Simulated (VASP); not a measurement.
Rh, 2 atoms in the cell. The typed cell holds 2 atoms: a = 4.516 Å, b = 4.516 Å, c = 2.872 Å, α = 90.01°, β = 90.01°, γ = 143.21°.  This cell differs from its parent crystal: volume scaled by 1.12.

| Quantity | Value |
| --- | --- |
| Program | VASP 6.6.1 |
| Task | single point |
| Functional | BLYP |
| Potentials or basis | VASP PAW PBE potentials, release 64 (Rh_pv) |
| Cutoff | 520 eV |
| k mesh | 14 × 14 × 13 |
| Occupations | fermi-dirac, width 0.1 eV |
| Spin | no spin polarisation |
| Dipole correction | no |
| Further INCAR settings | ALGO = Normal; EDIFF = 1e-06; NBANDS = 22 |

Potentials or basis: VASP PAW PBE potentials, release 64 (Rh_pv).

Launch:

```console
$ cat potpaw_PBE.64/Rh_pv/POTCAR > POTCAR
$ mpirun -np 1 vasp_std > vasp.out
```

Hardware: 1 thread of Oxide Virtual Turin-like Processor, on a shared host.

Problem. How long does it take, and how much memory?

Solution. Wall time 16 min on 1 thread of Oxide Virtual Turin-like Processor (shared host), peak memory 0.47 GiB. Counts: scf iterations 11, k points 687.
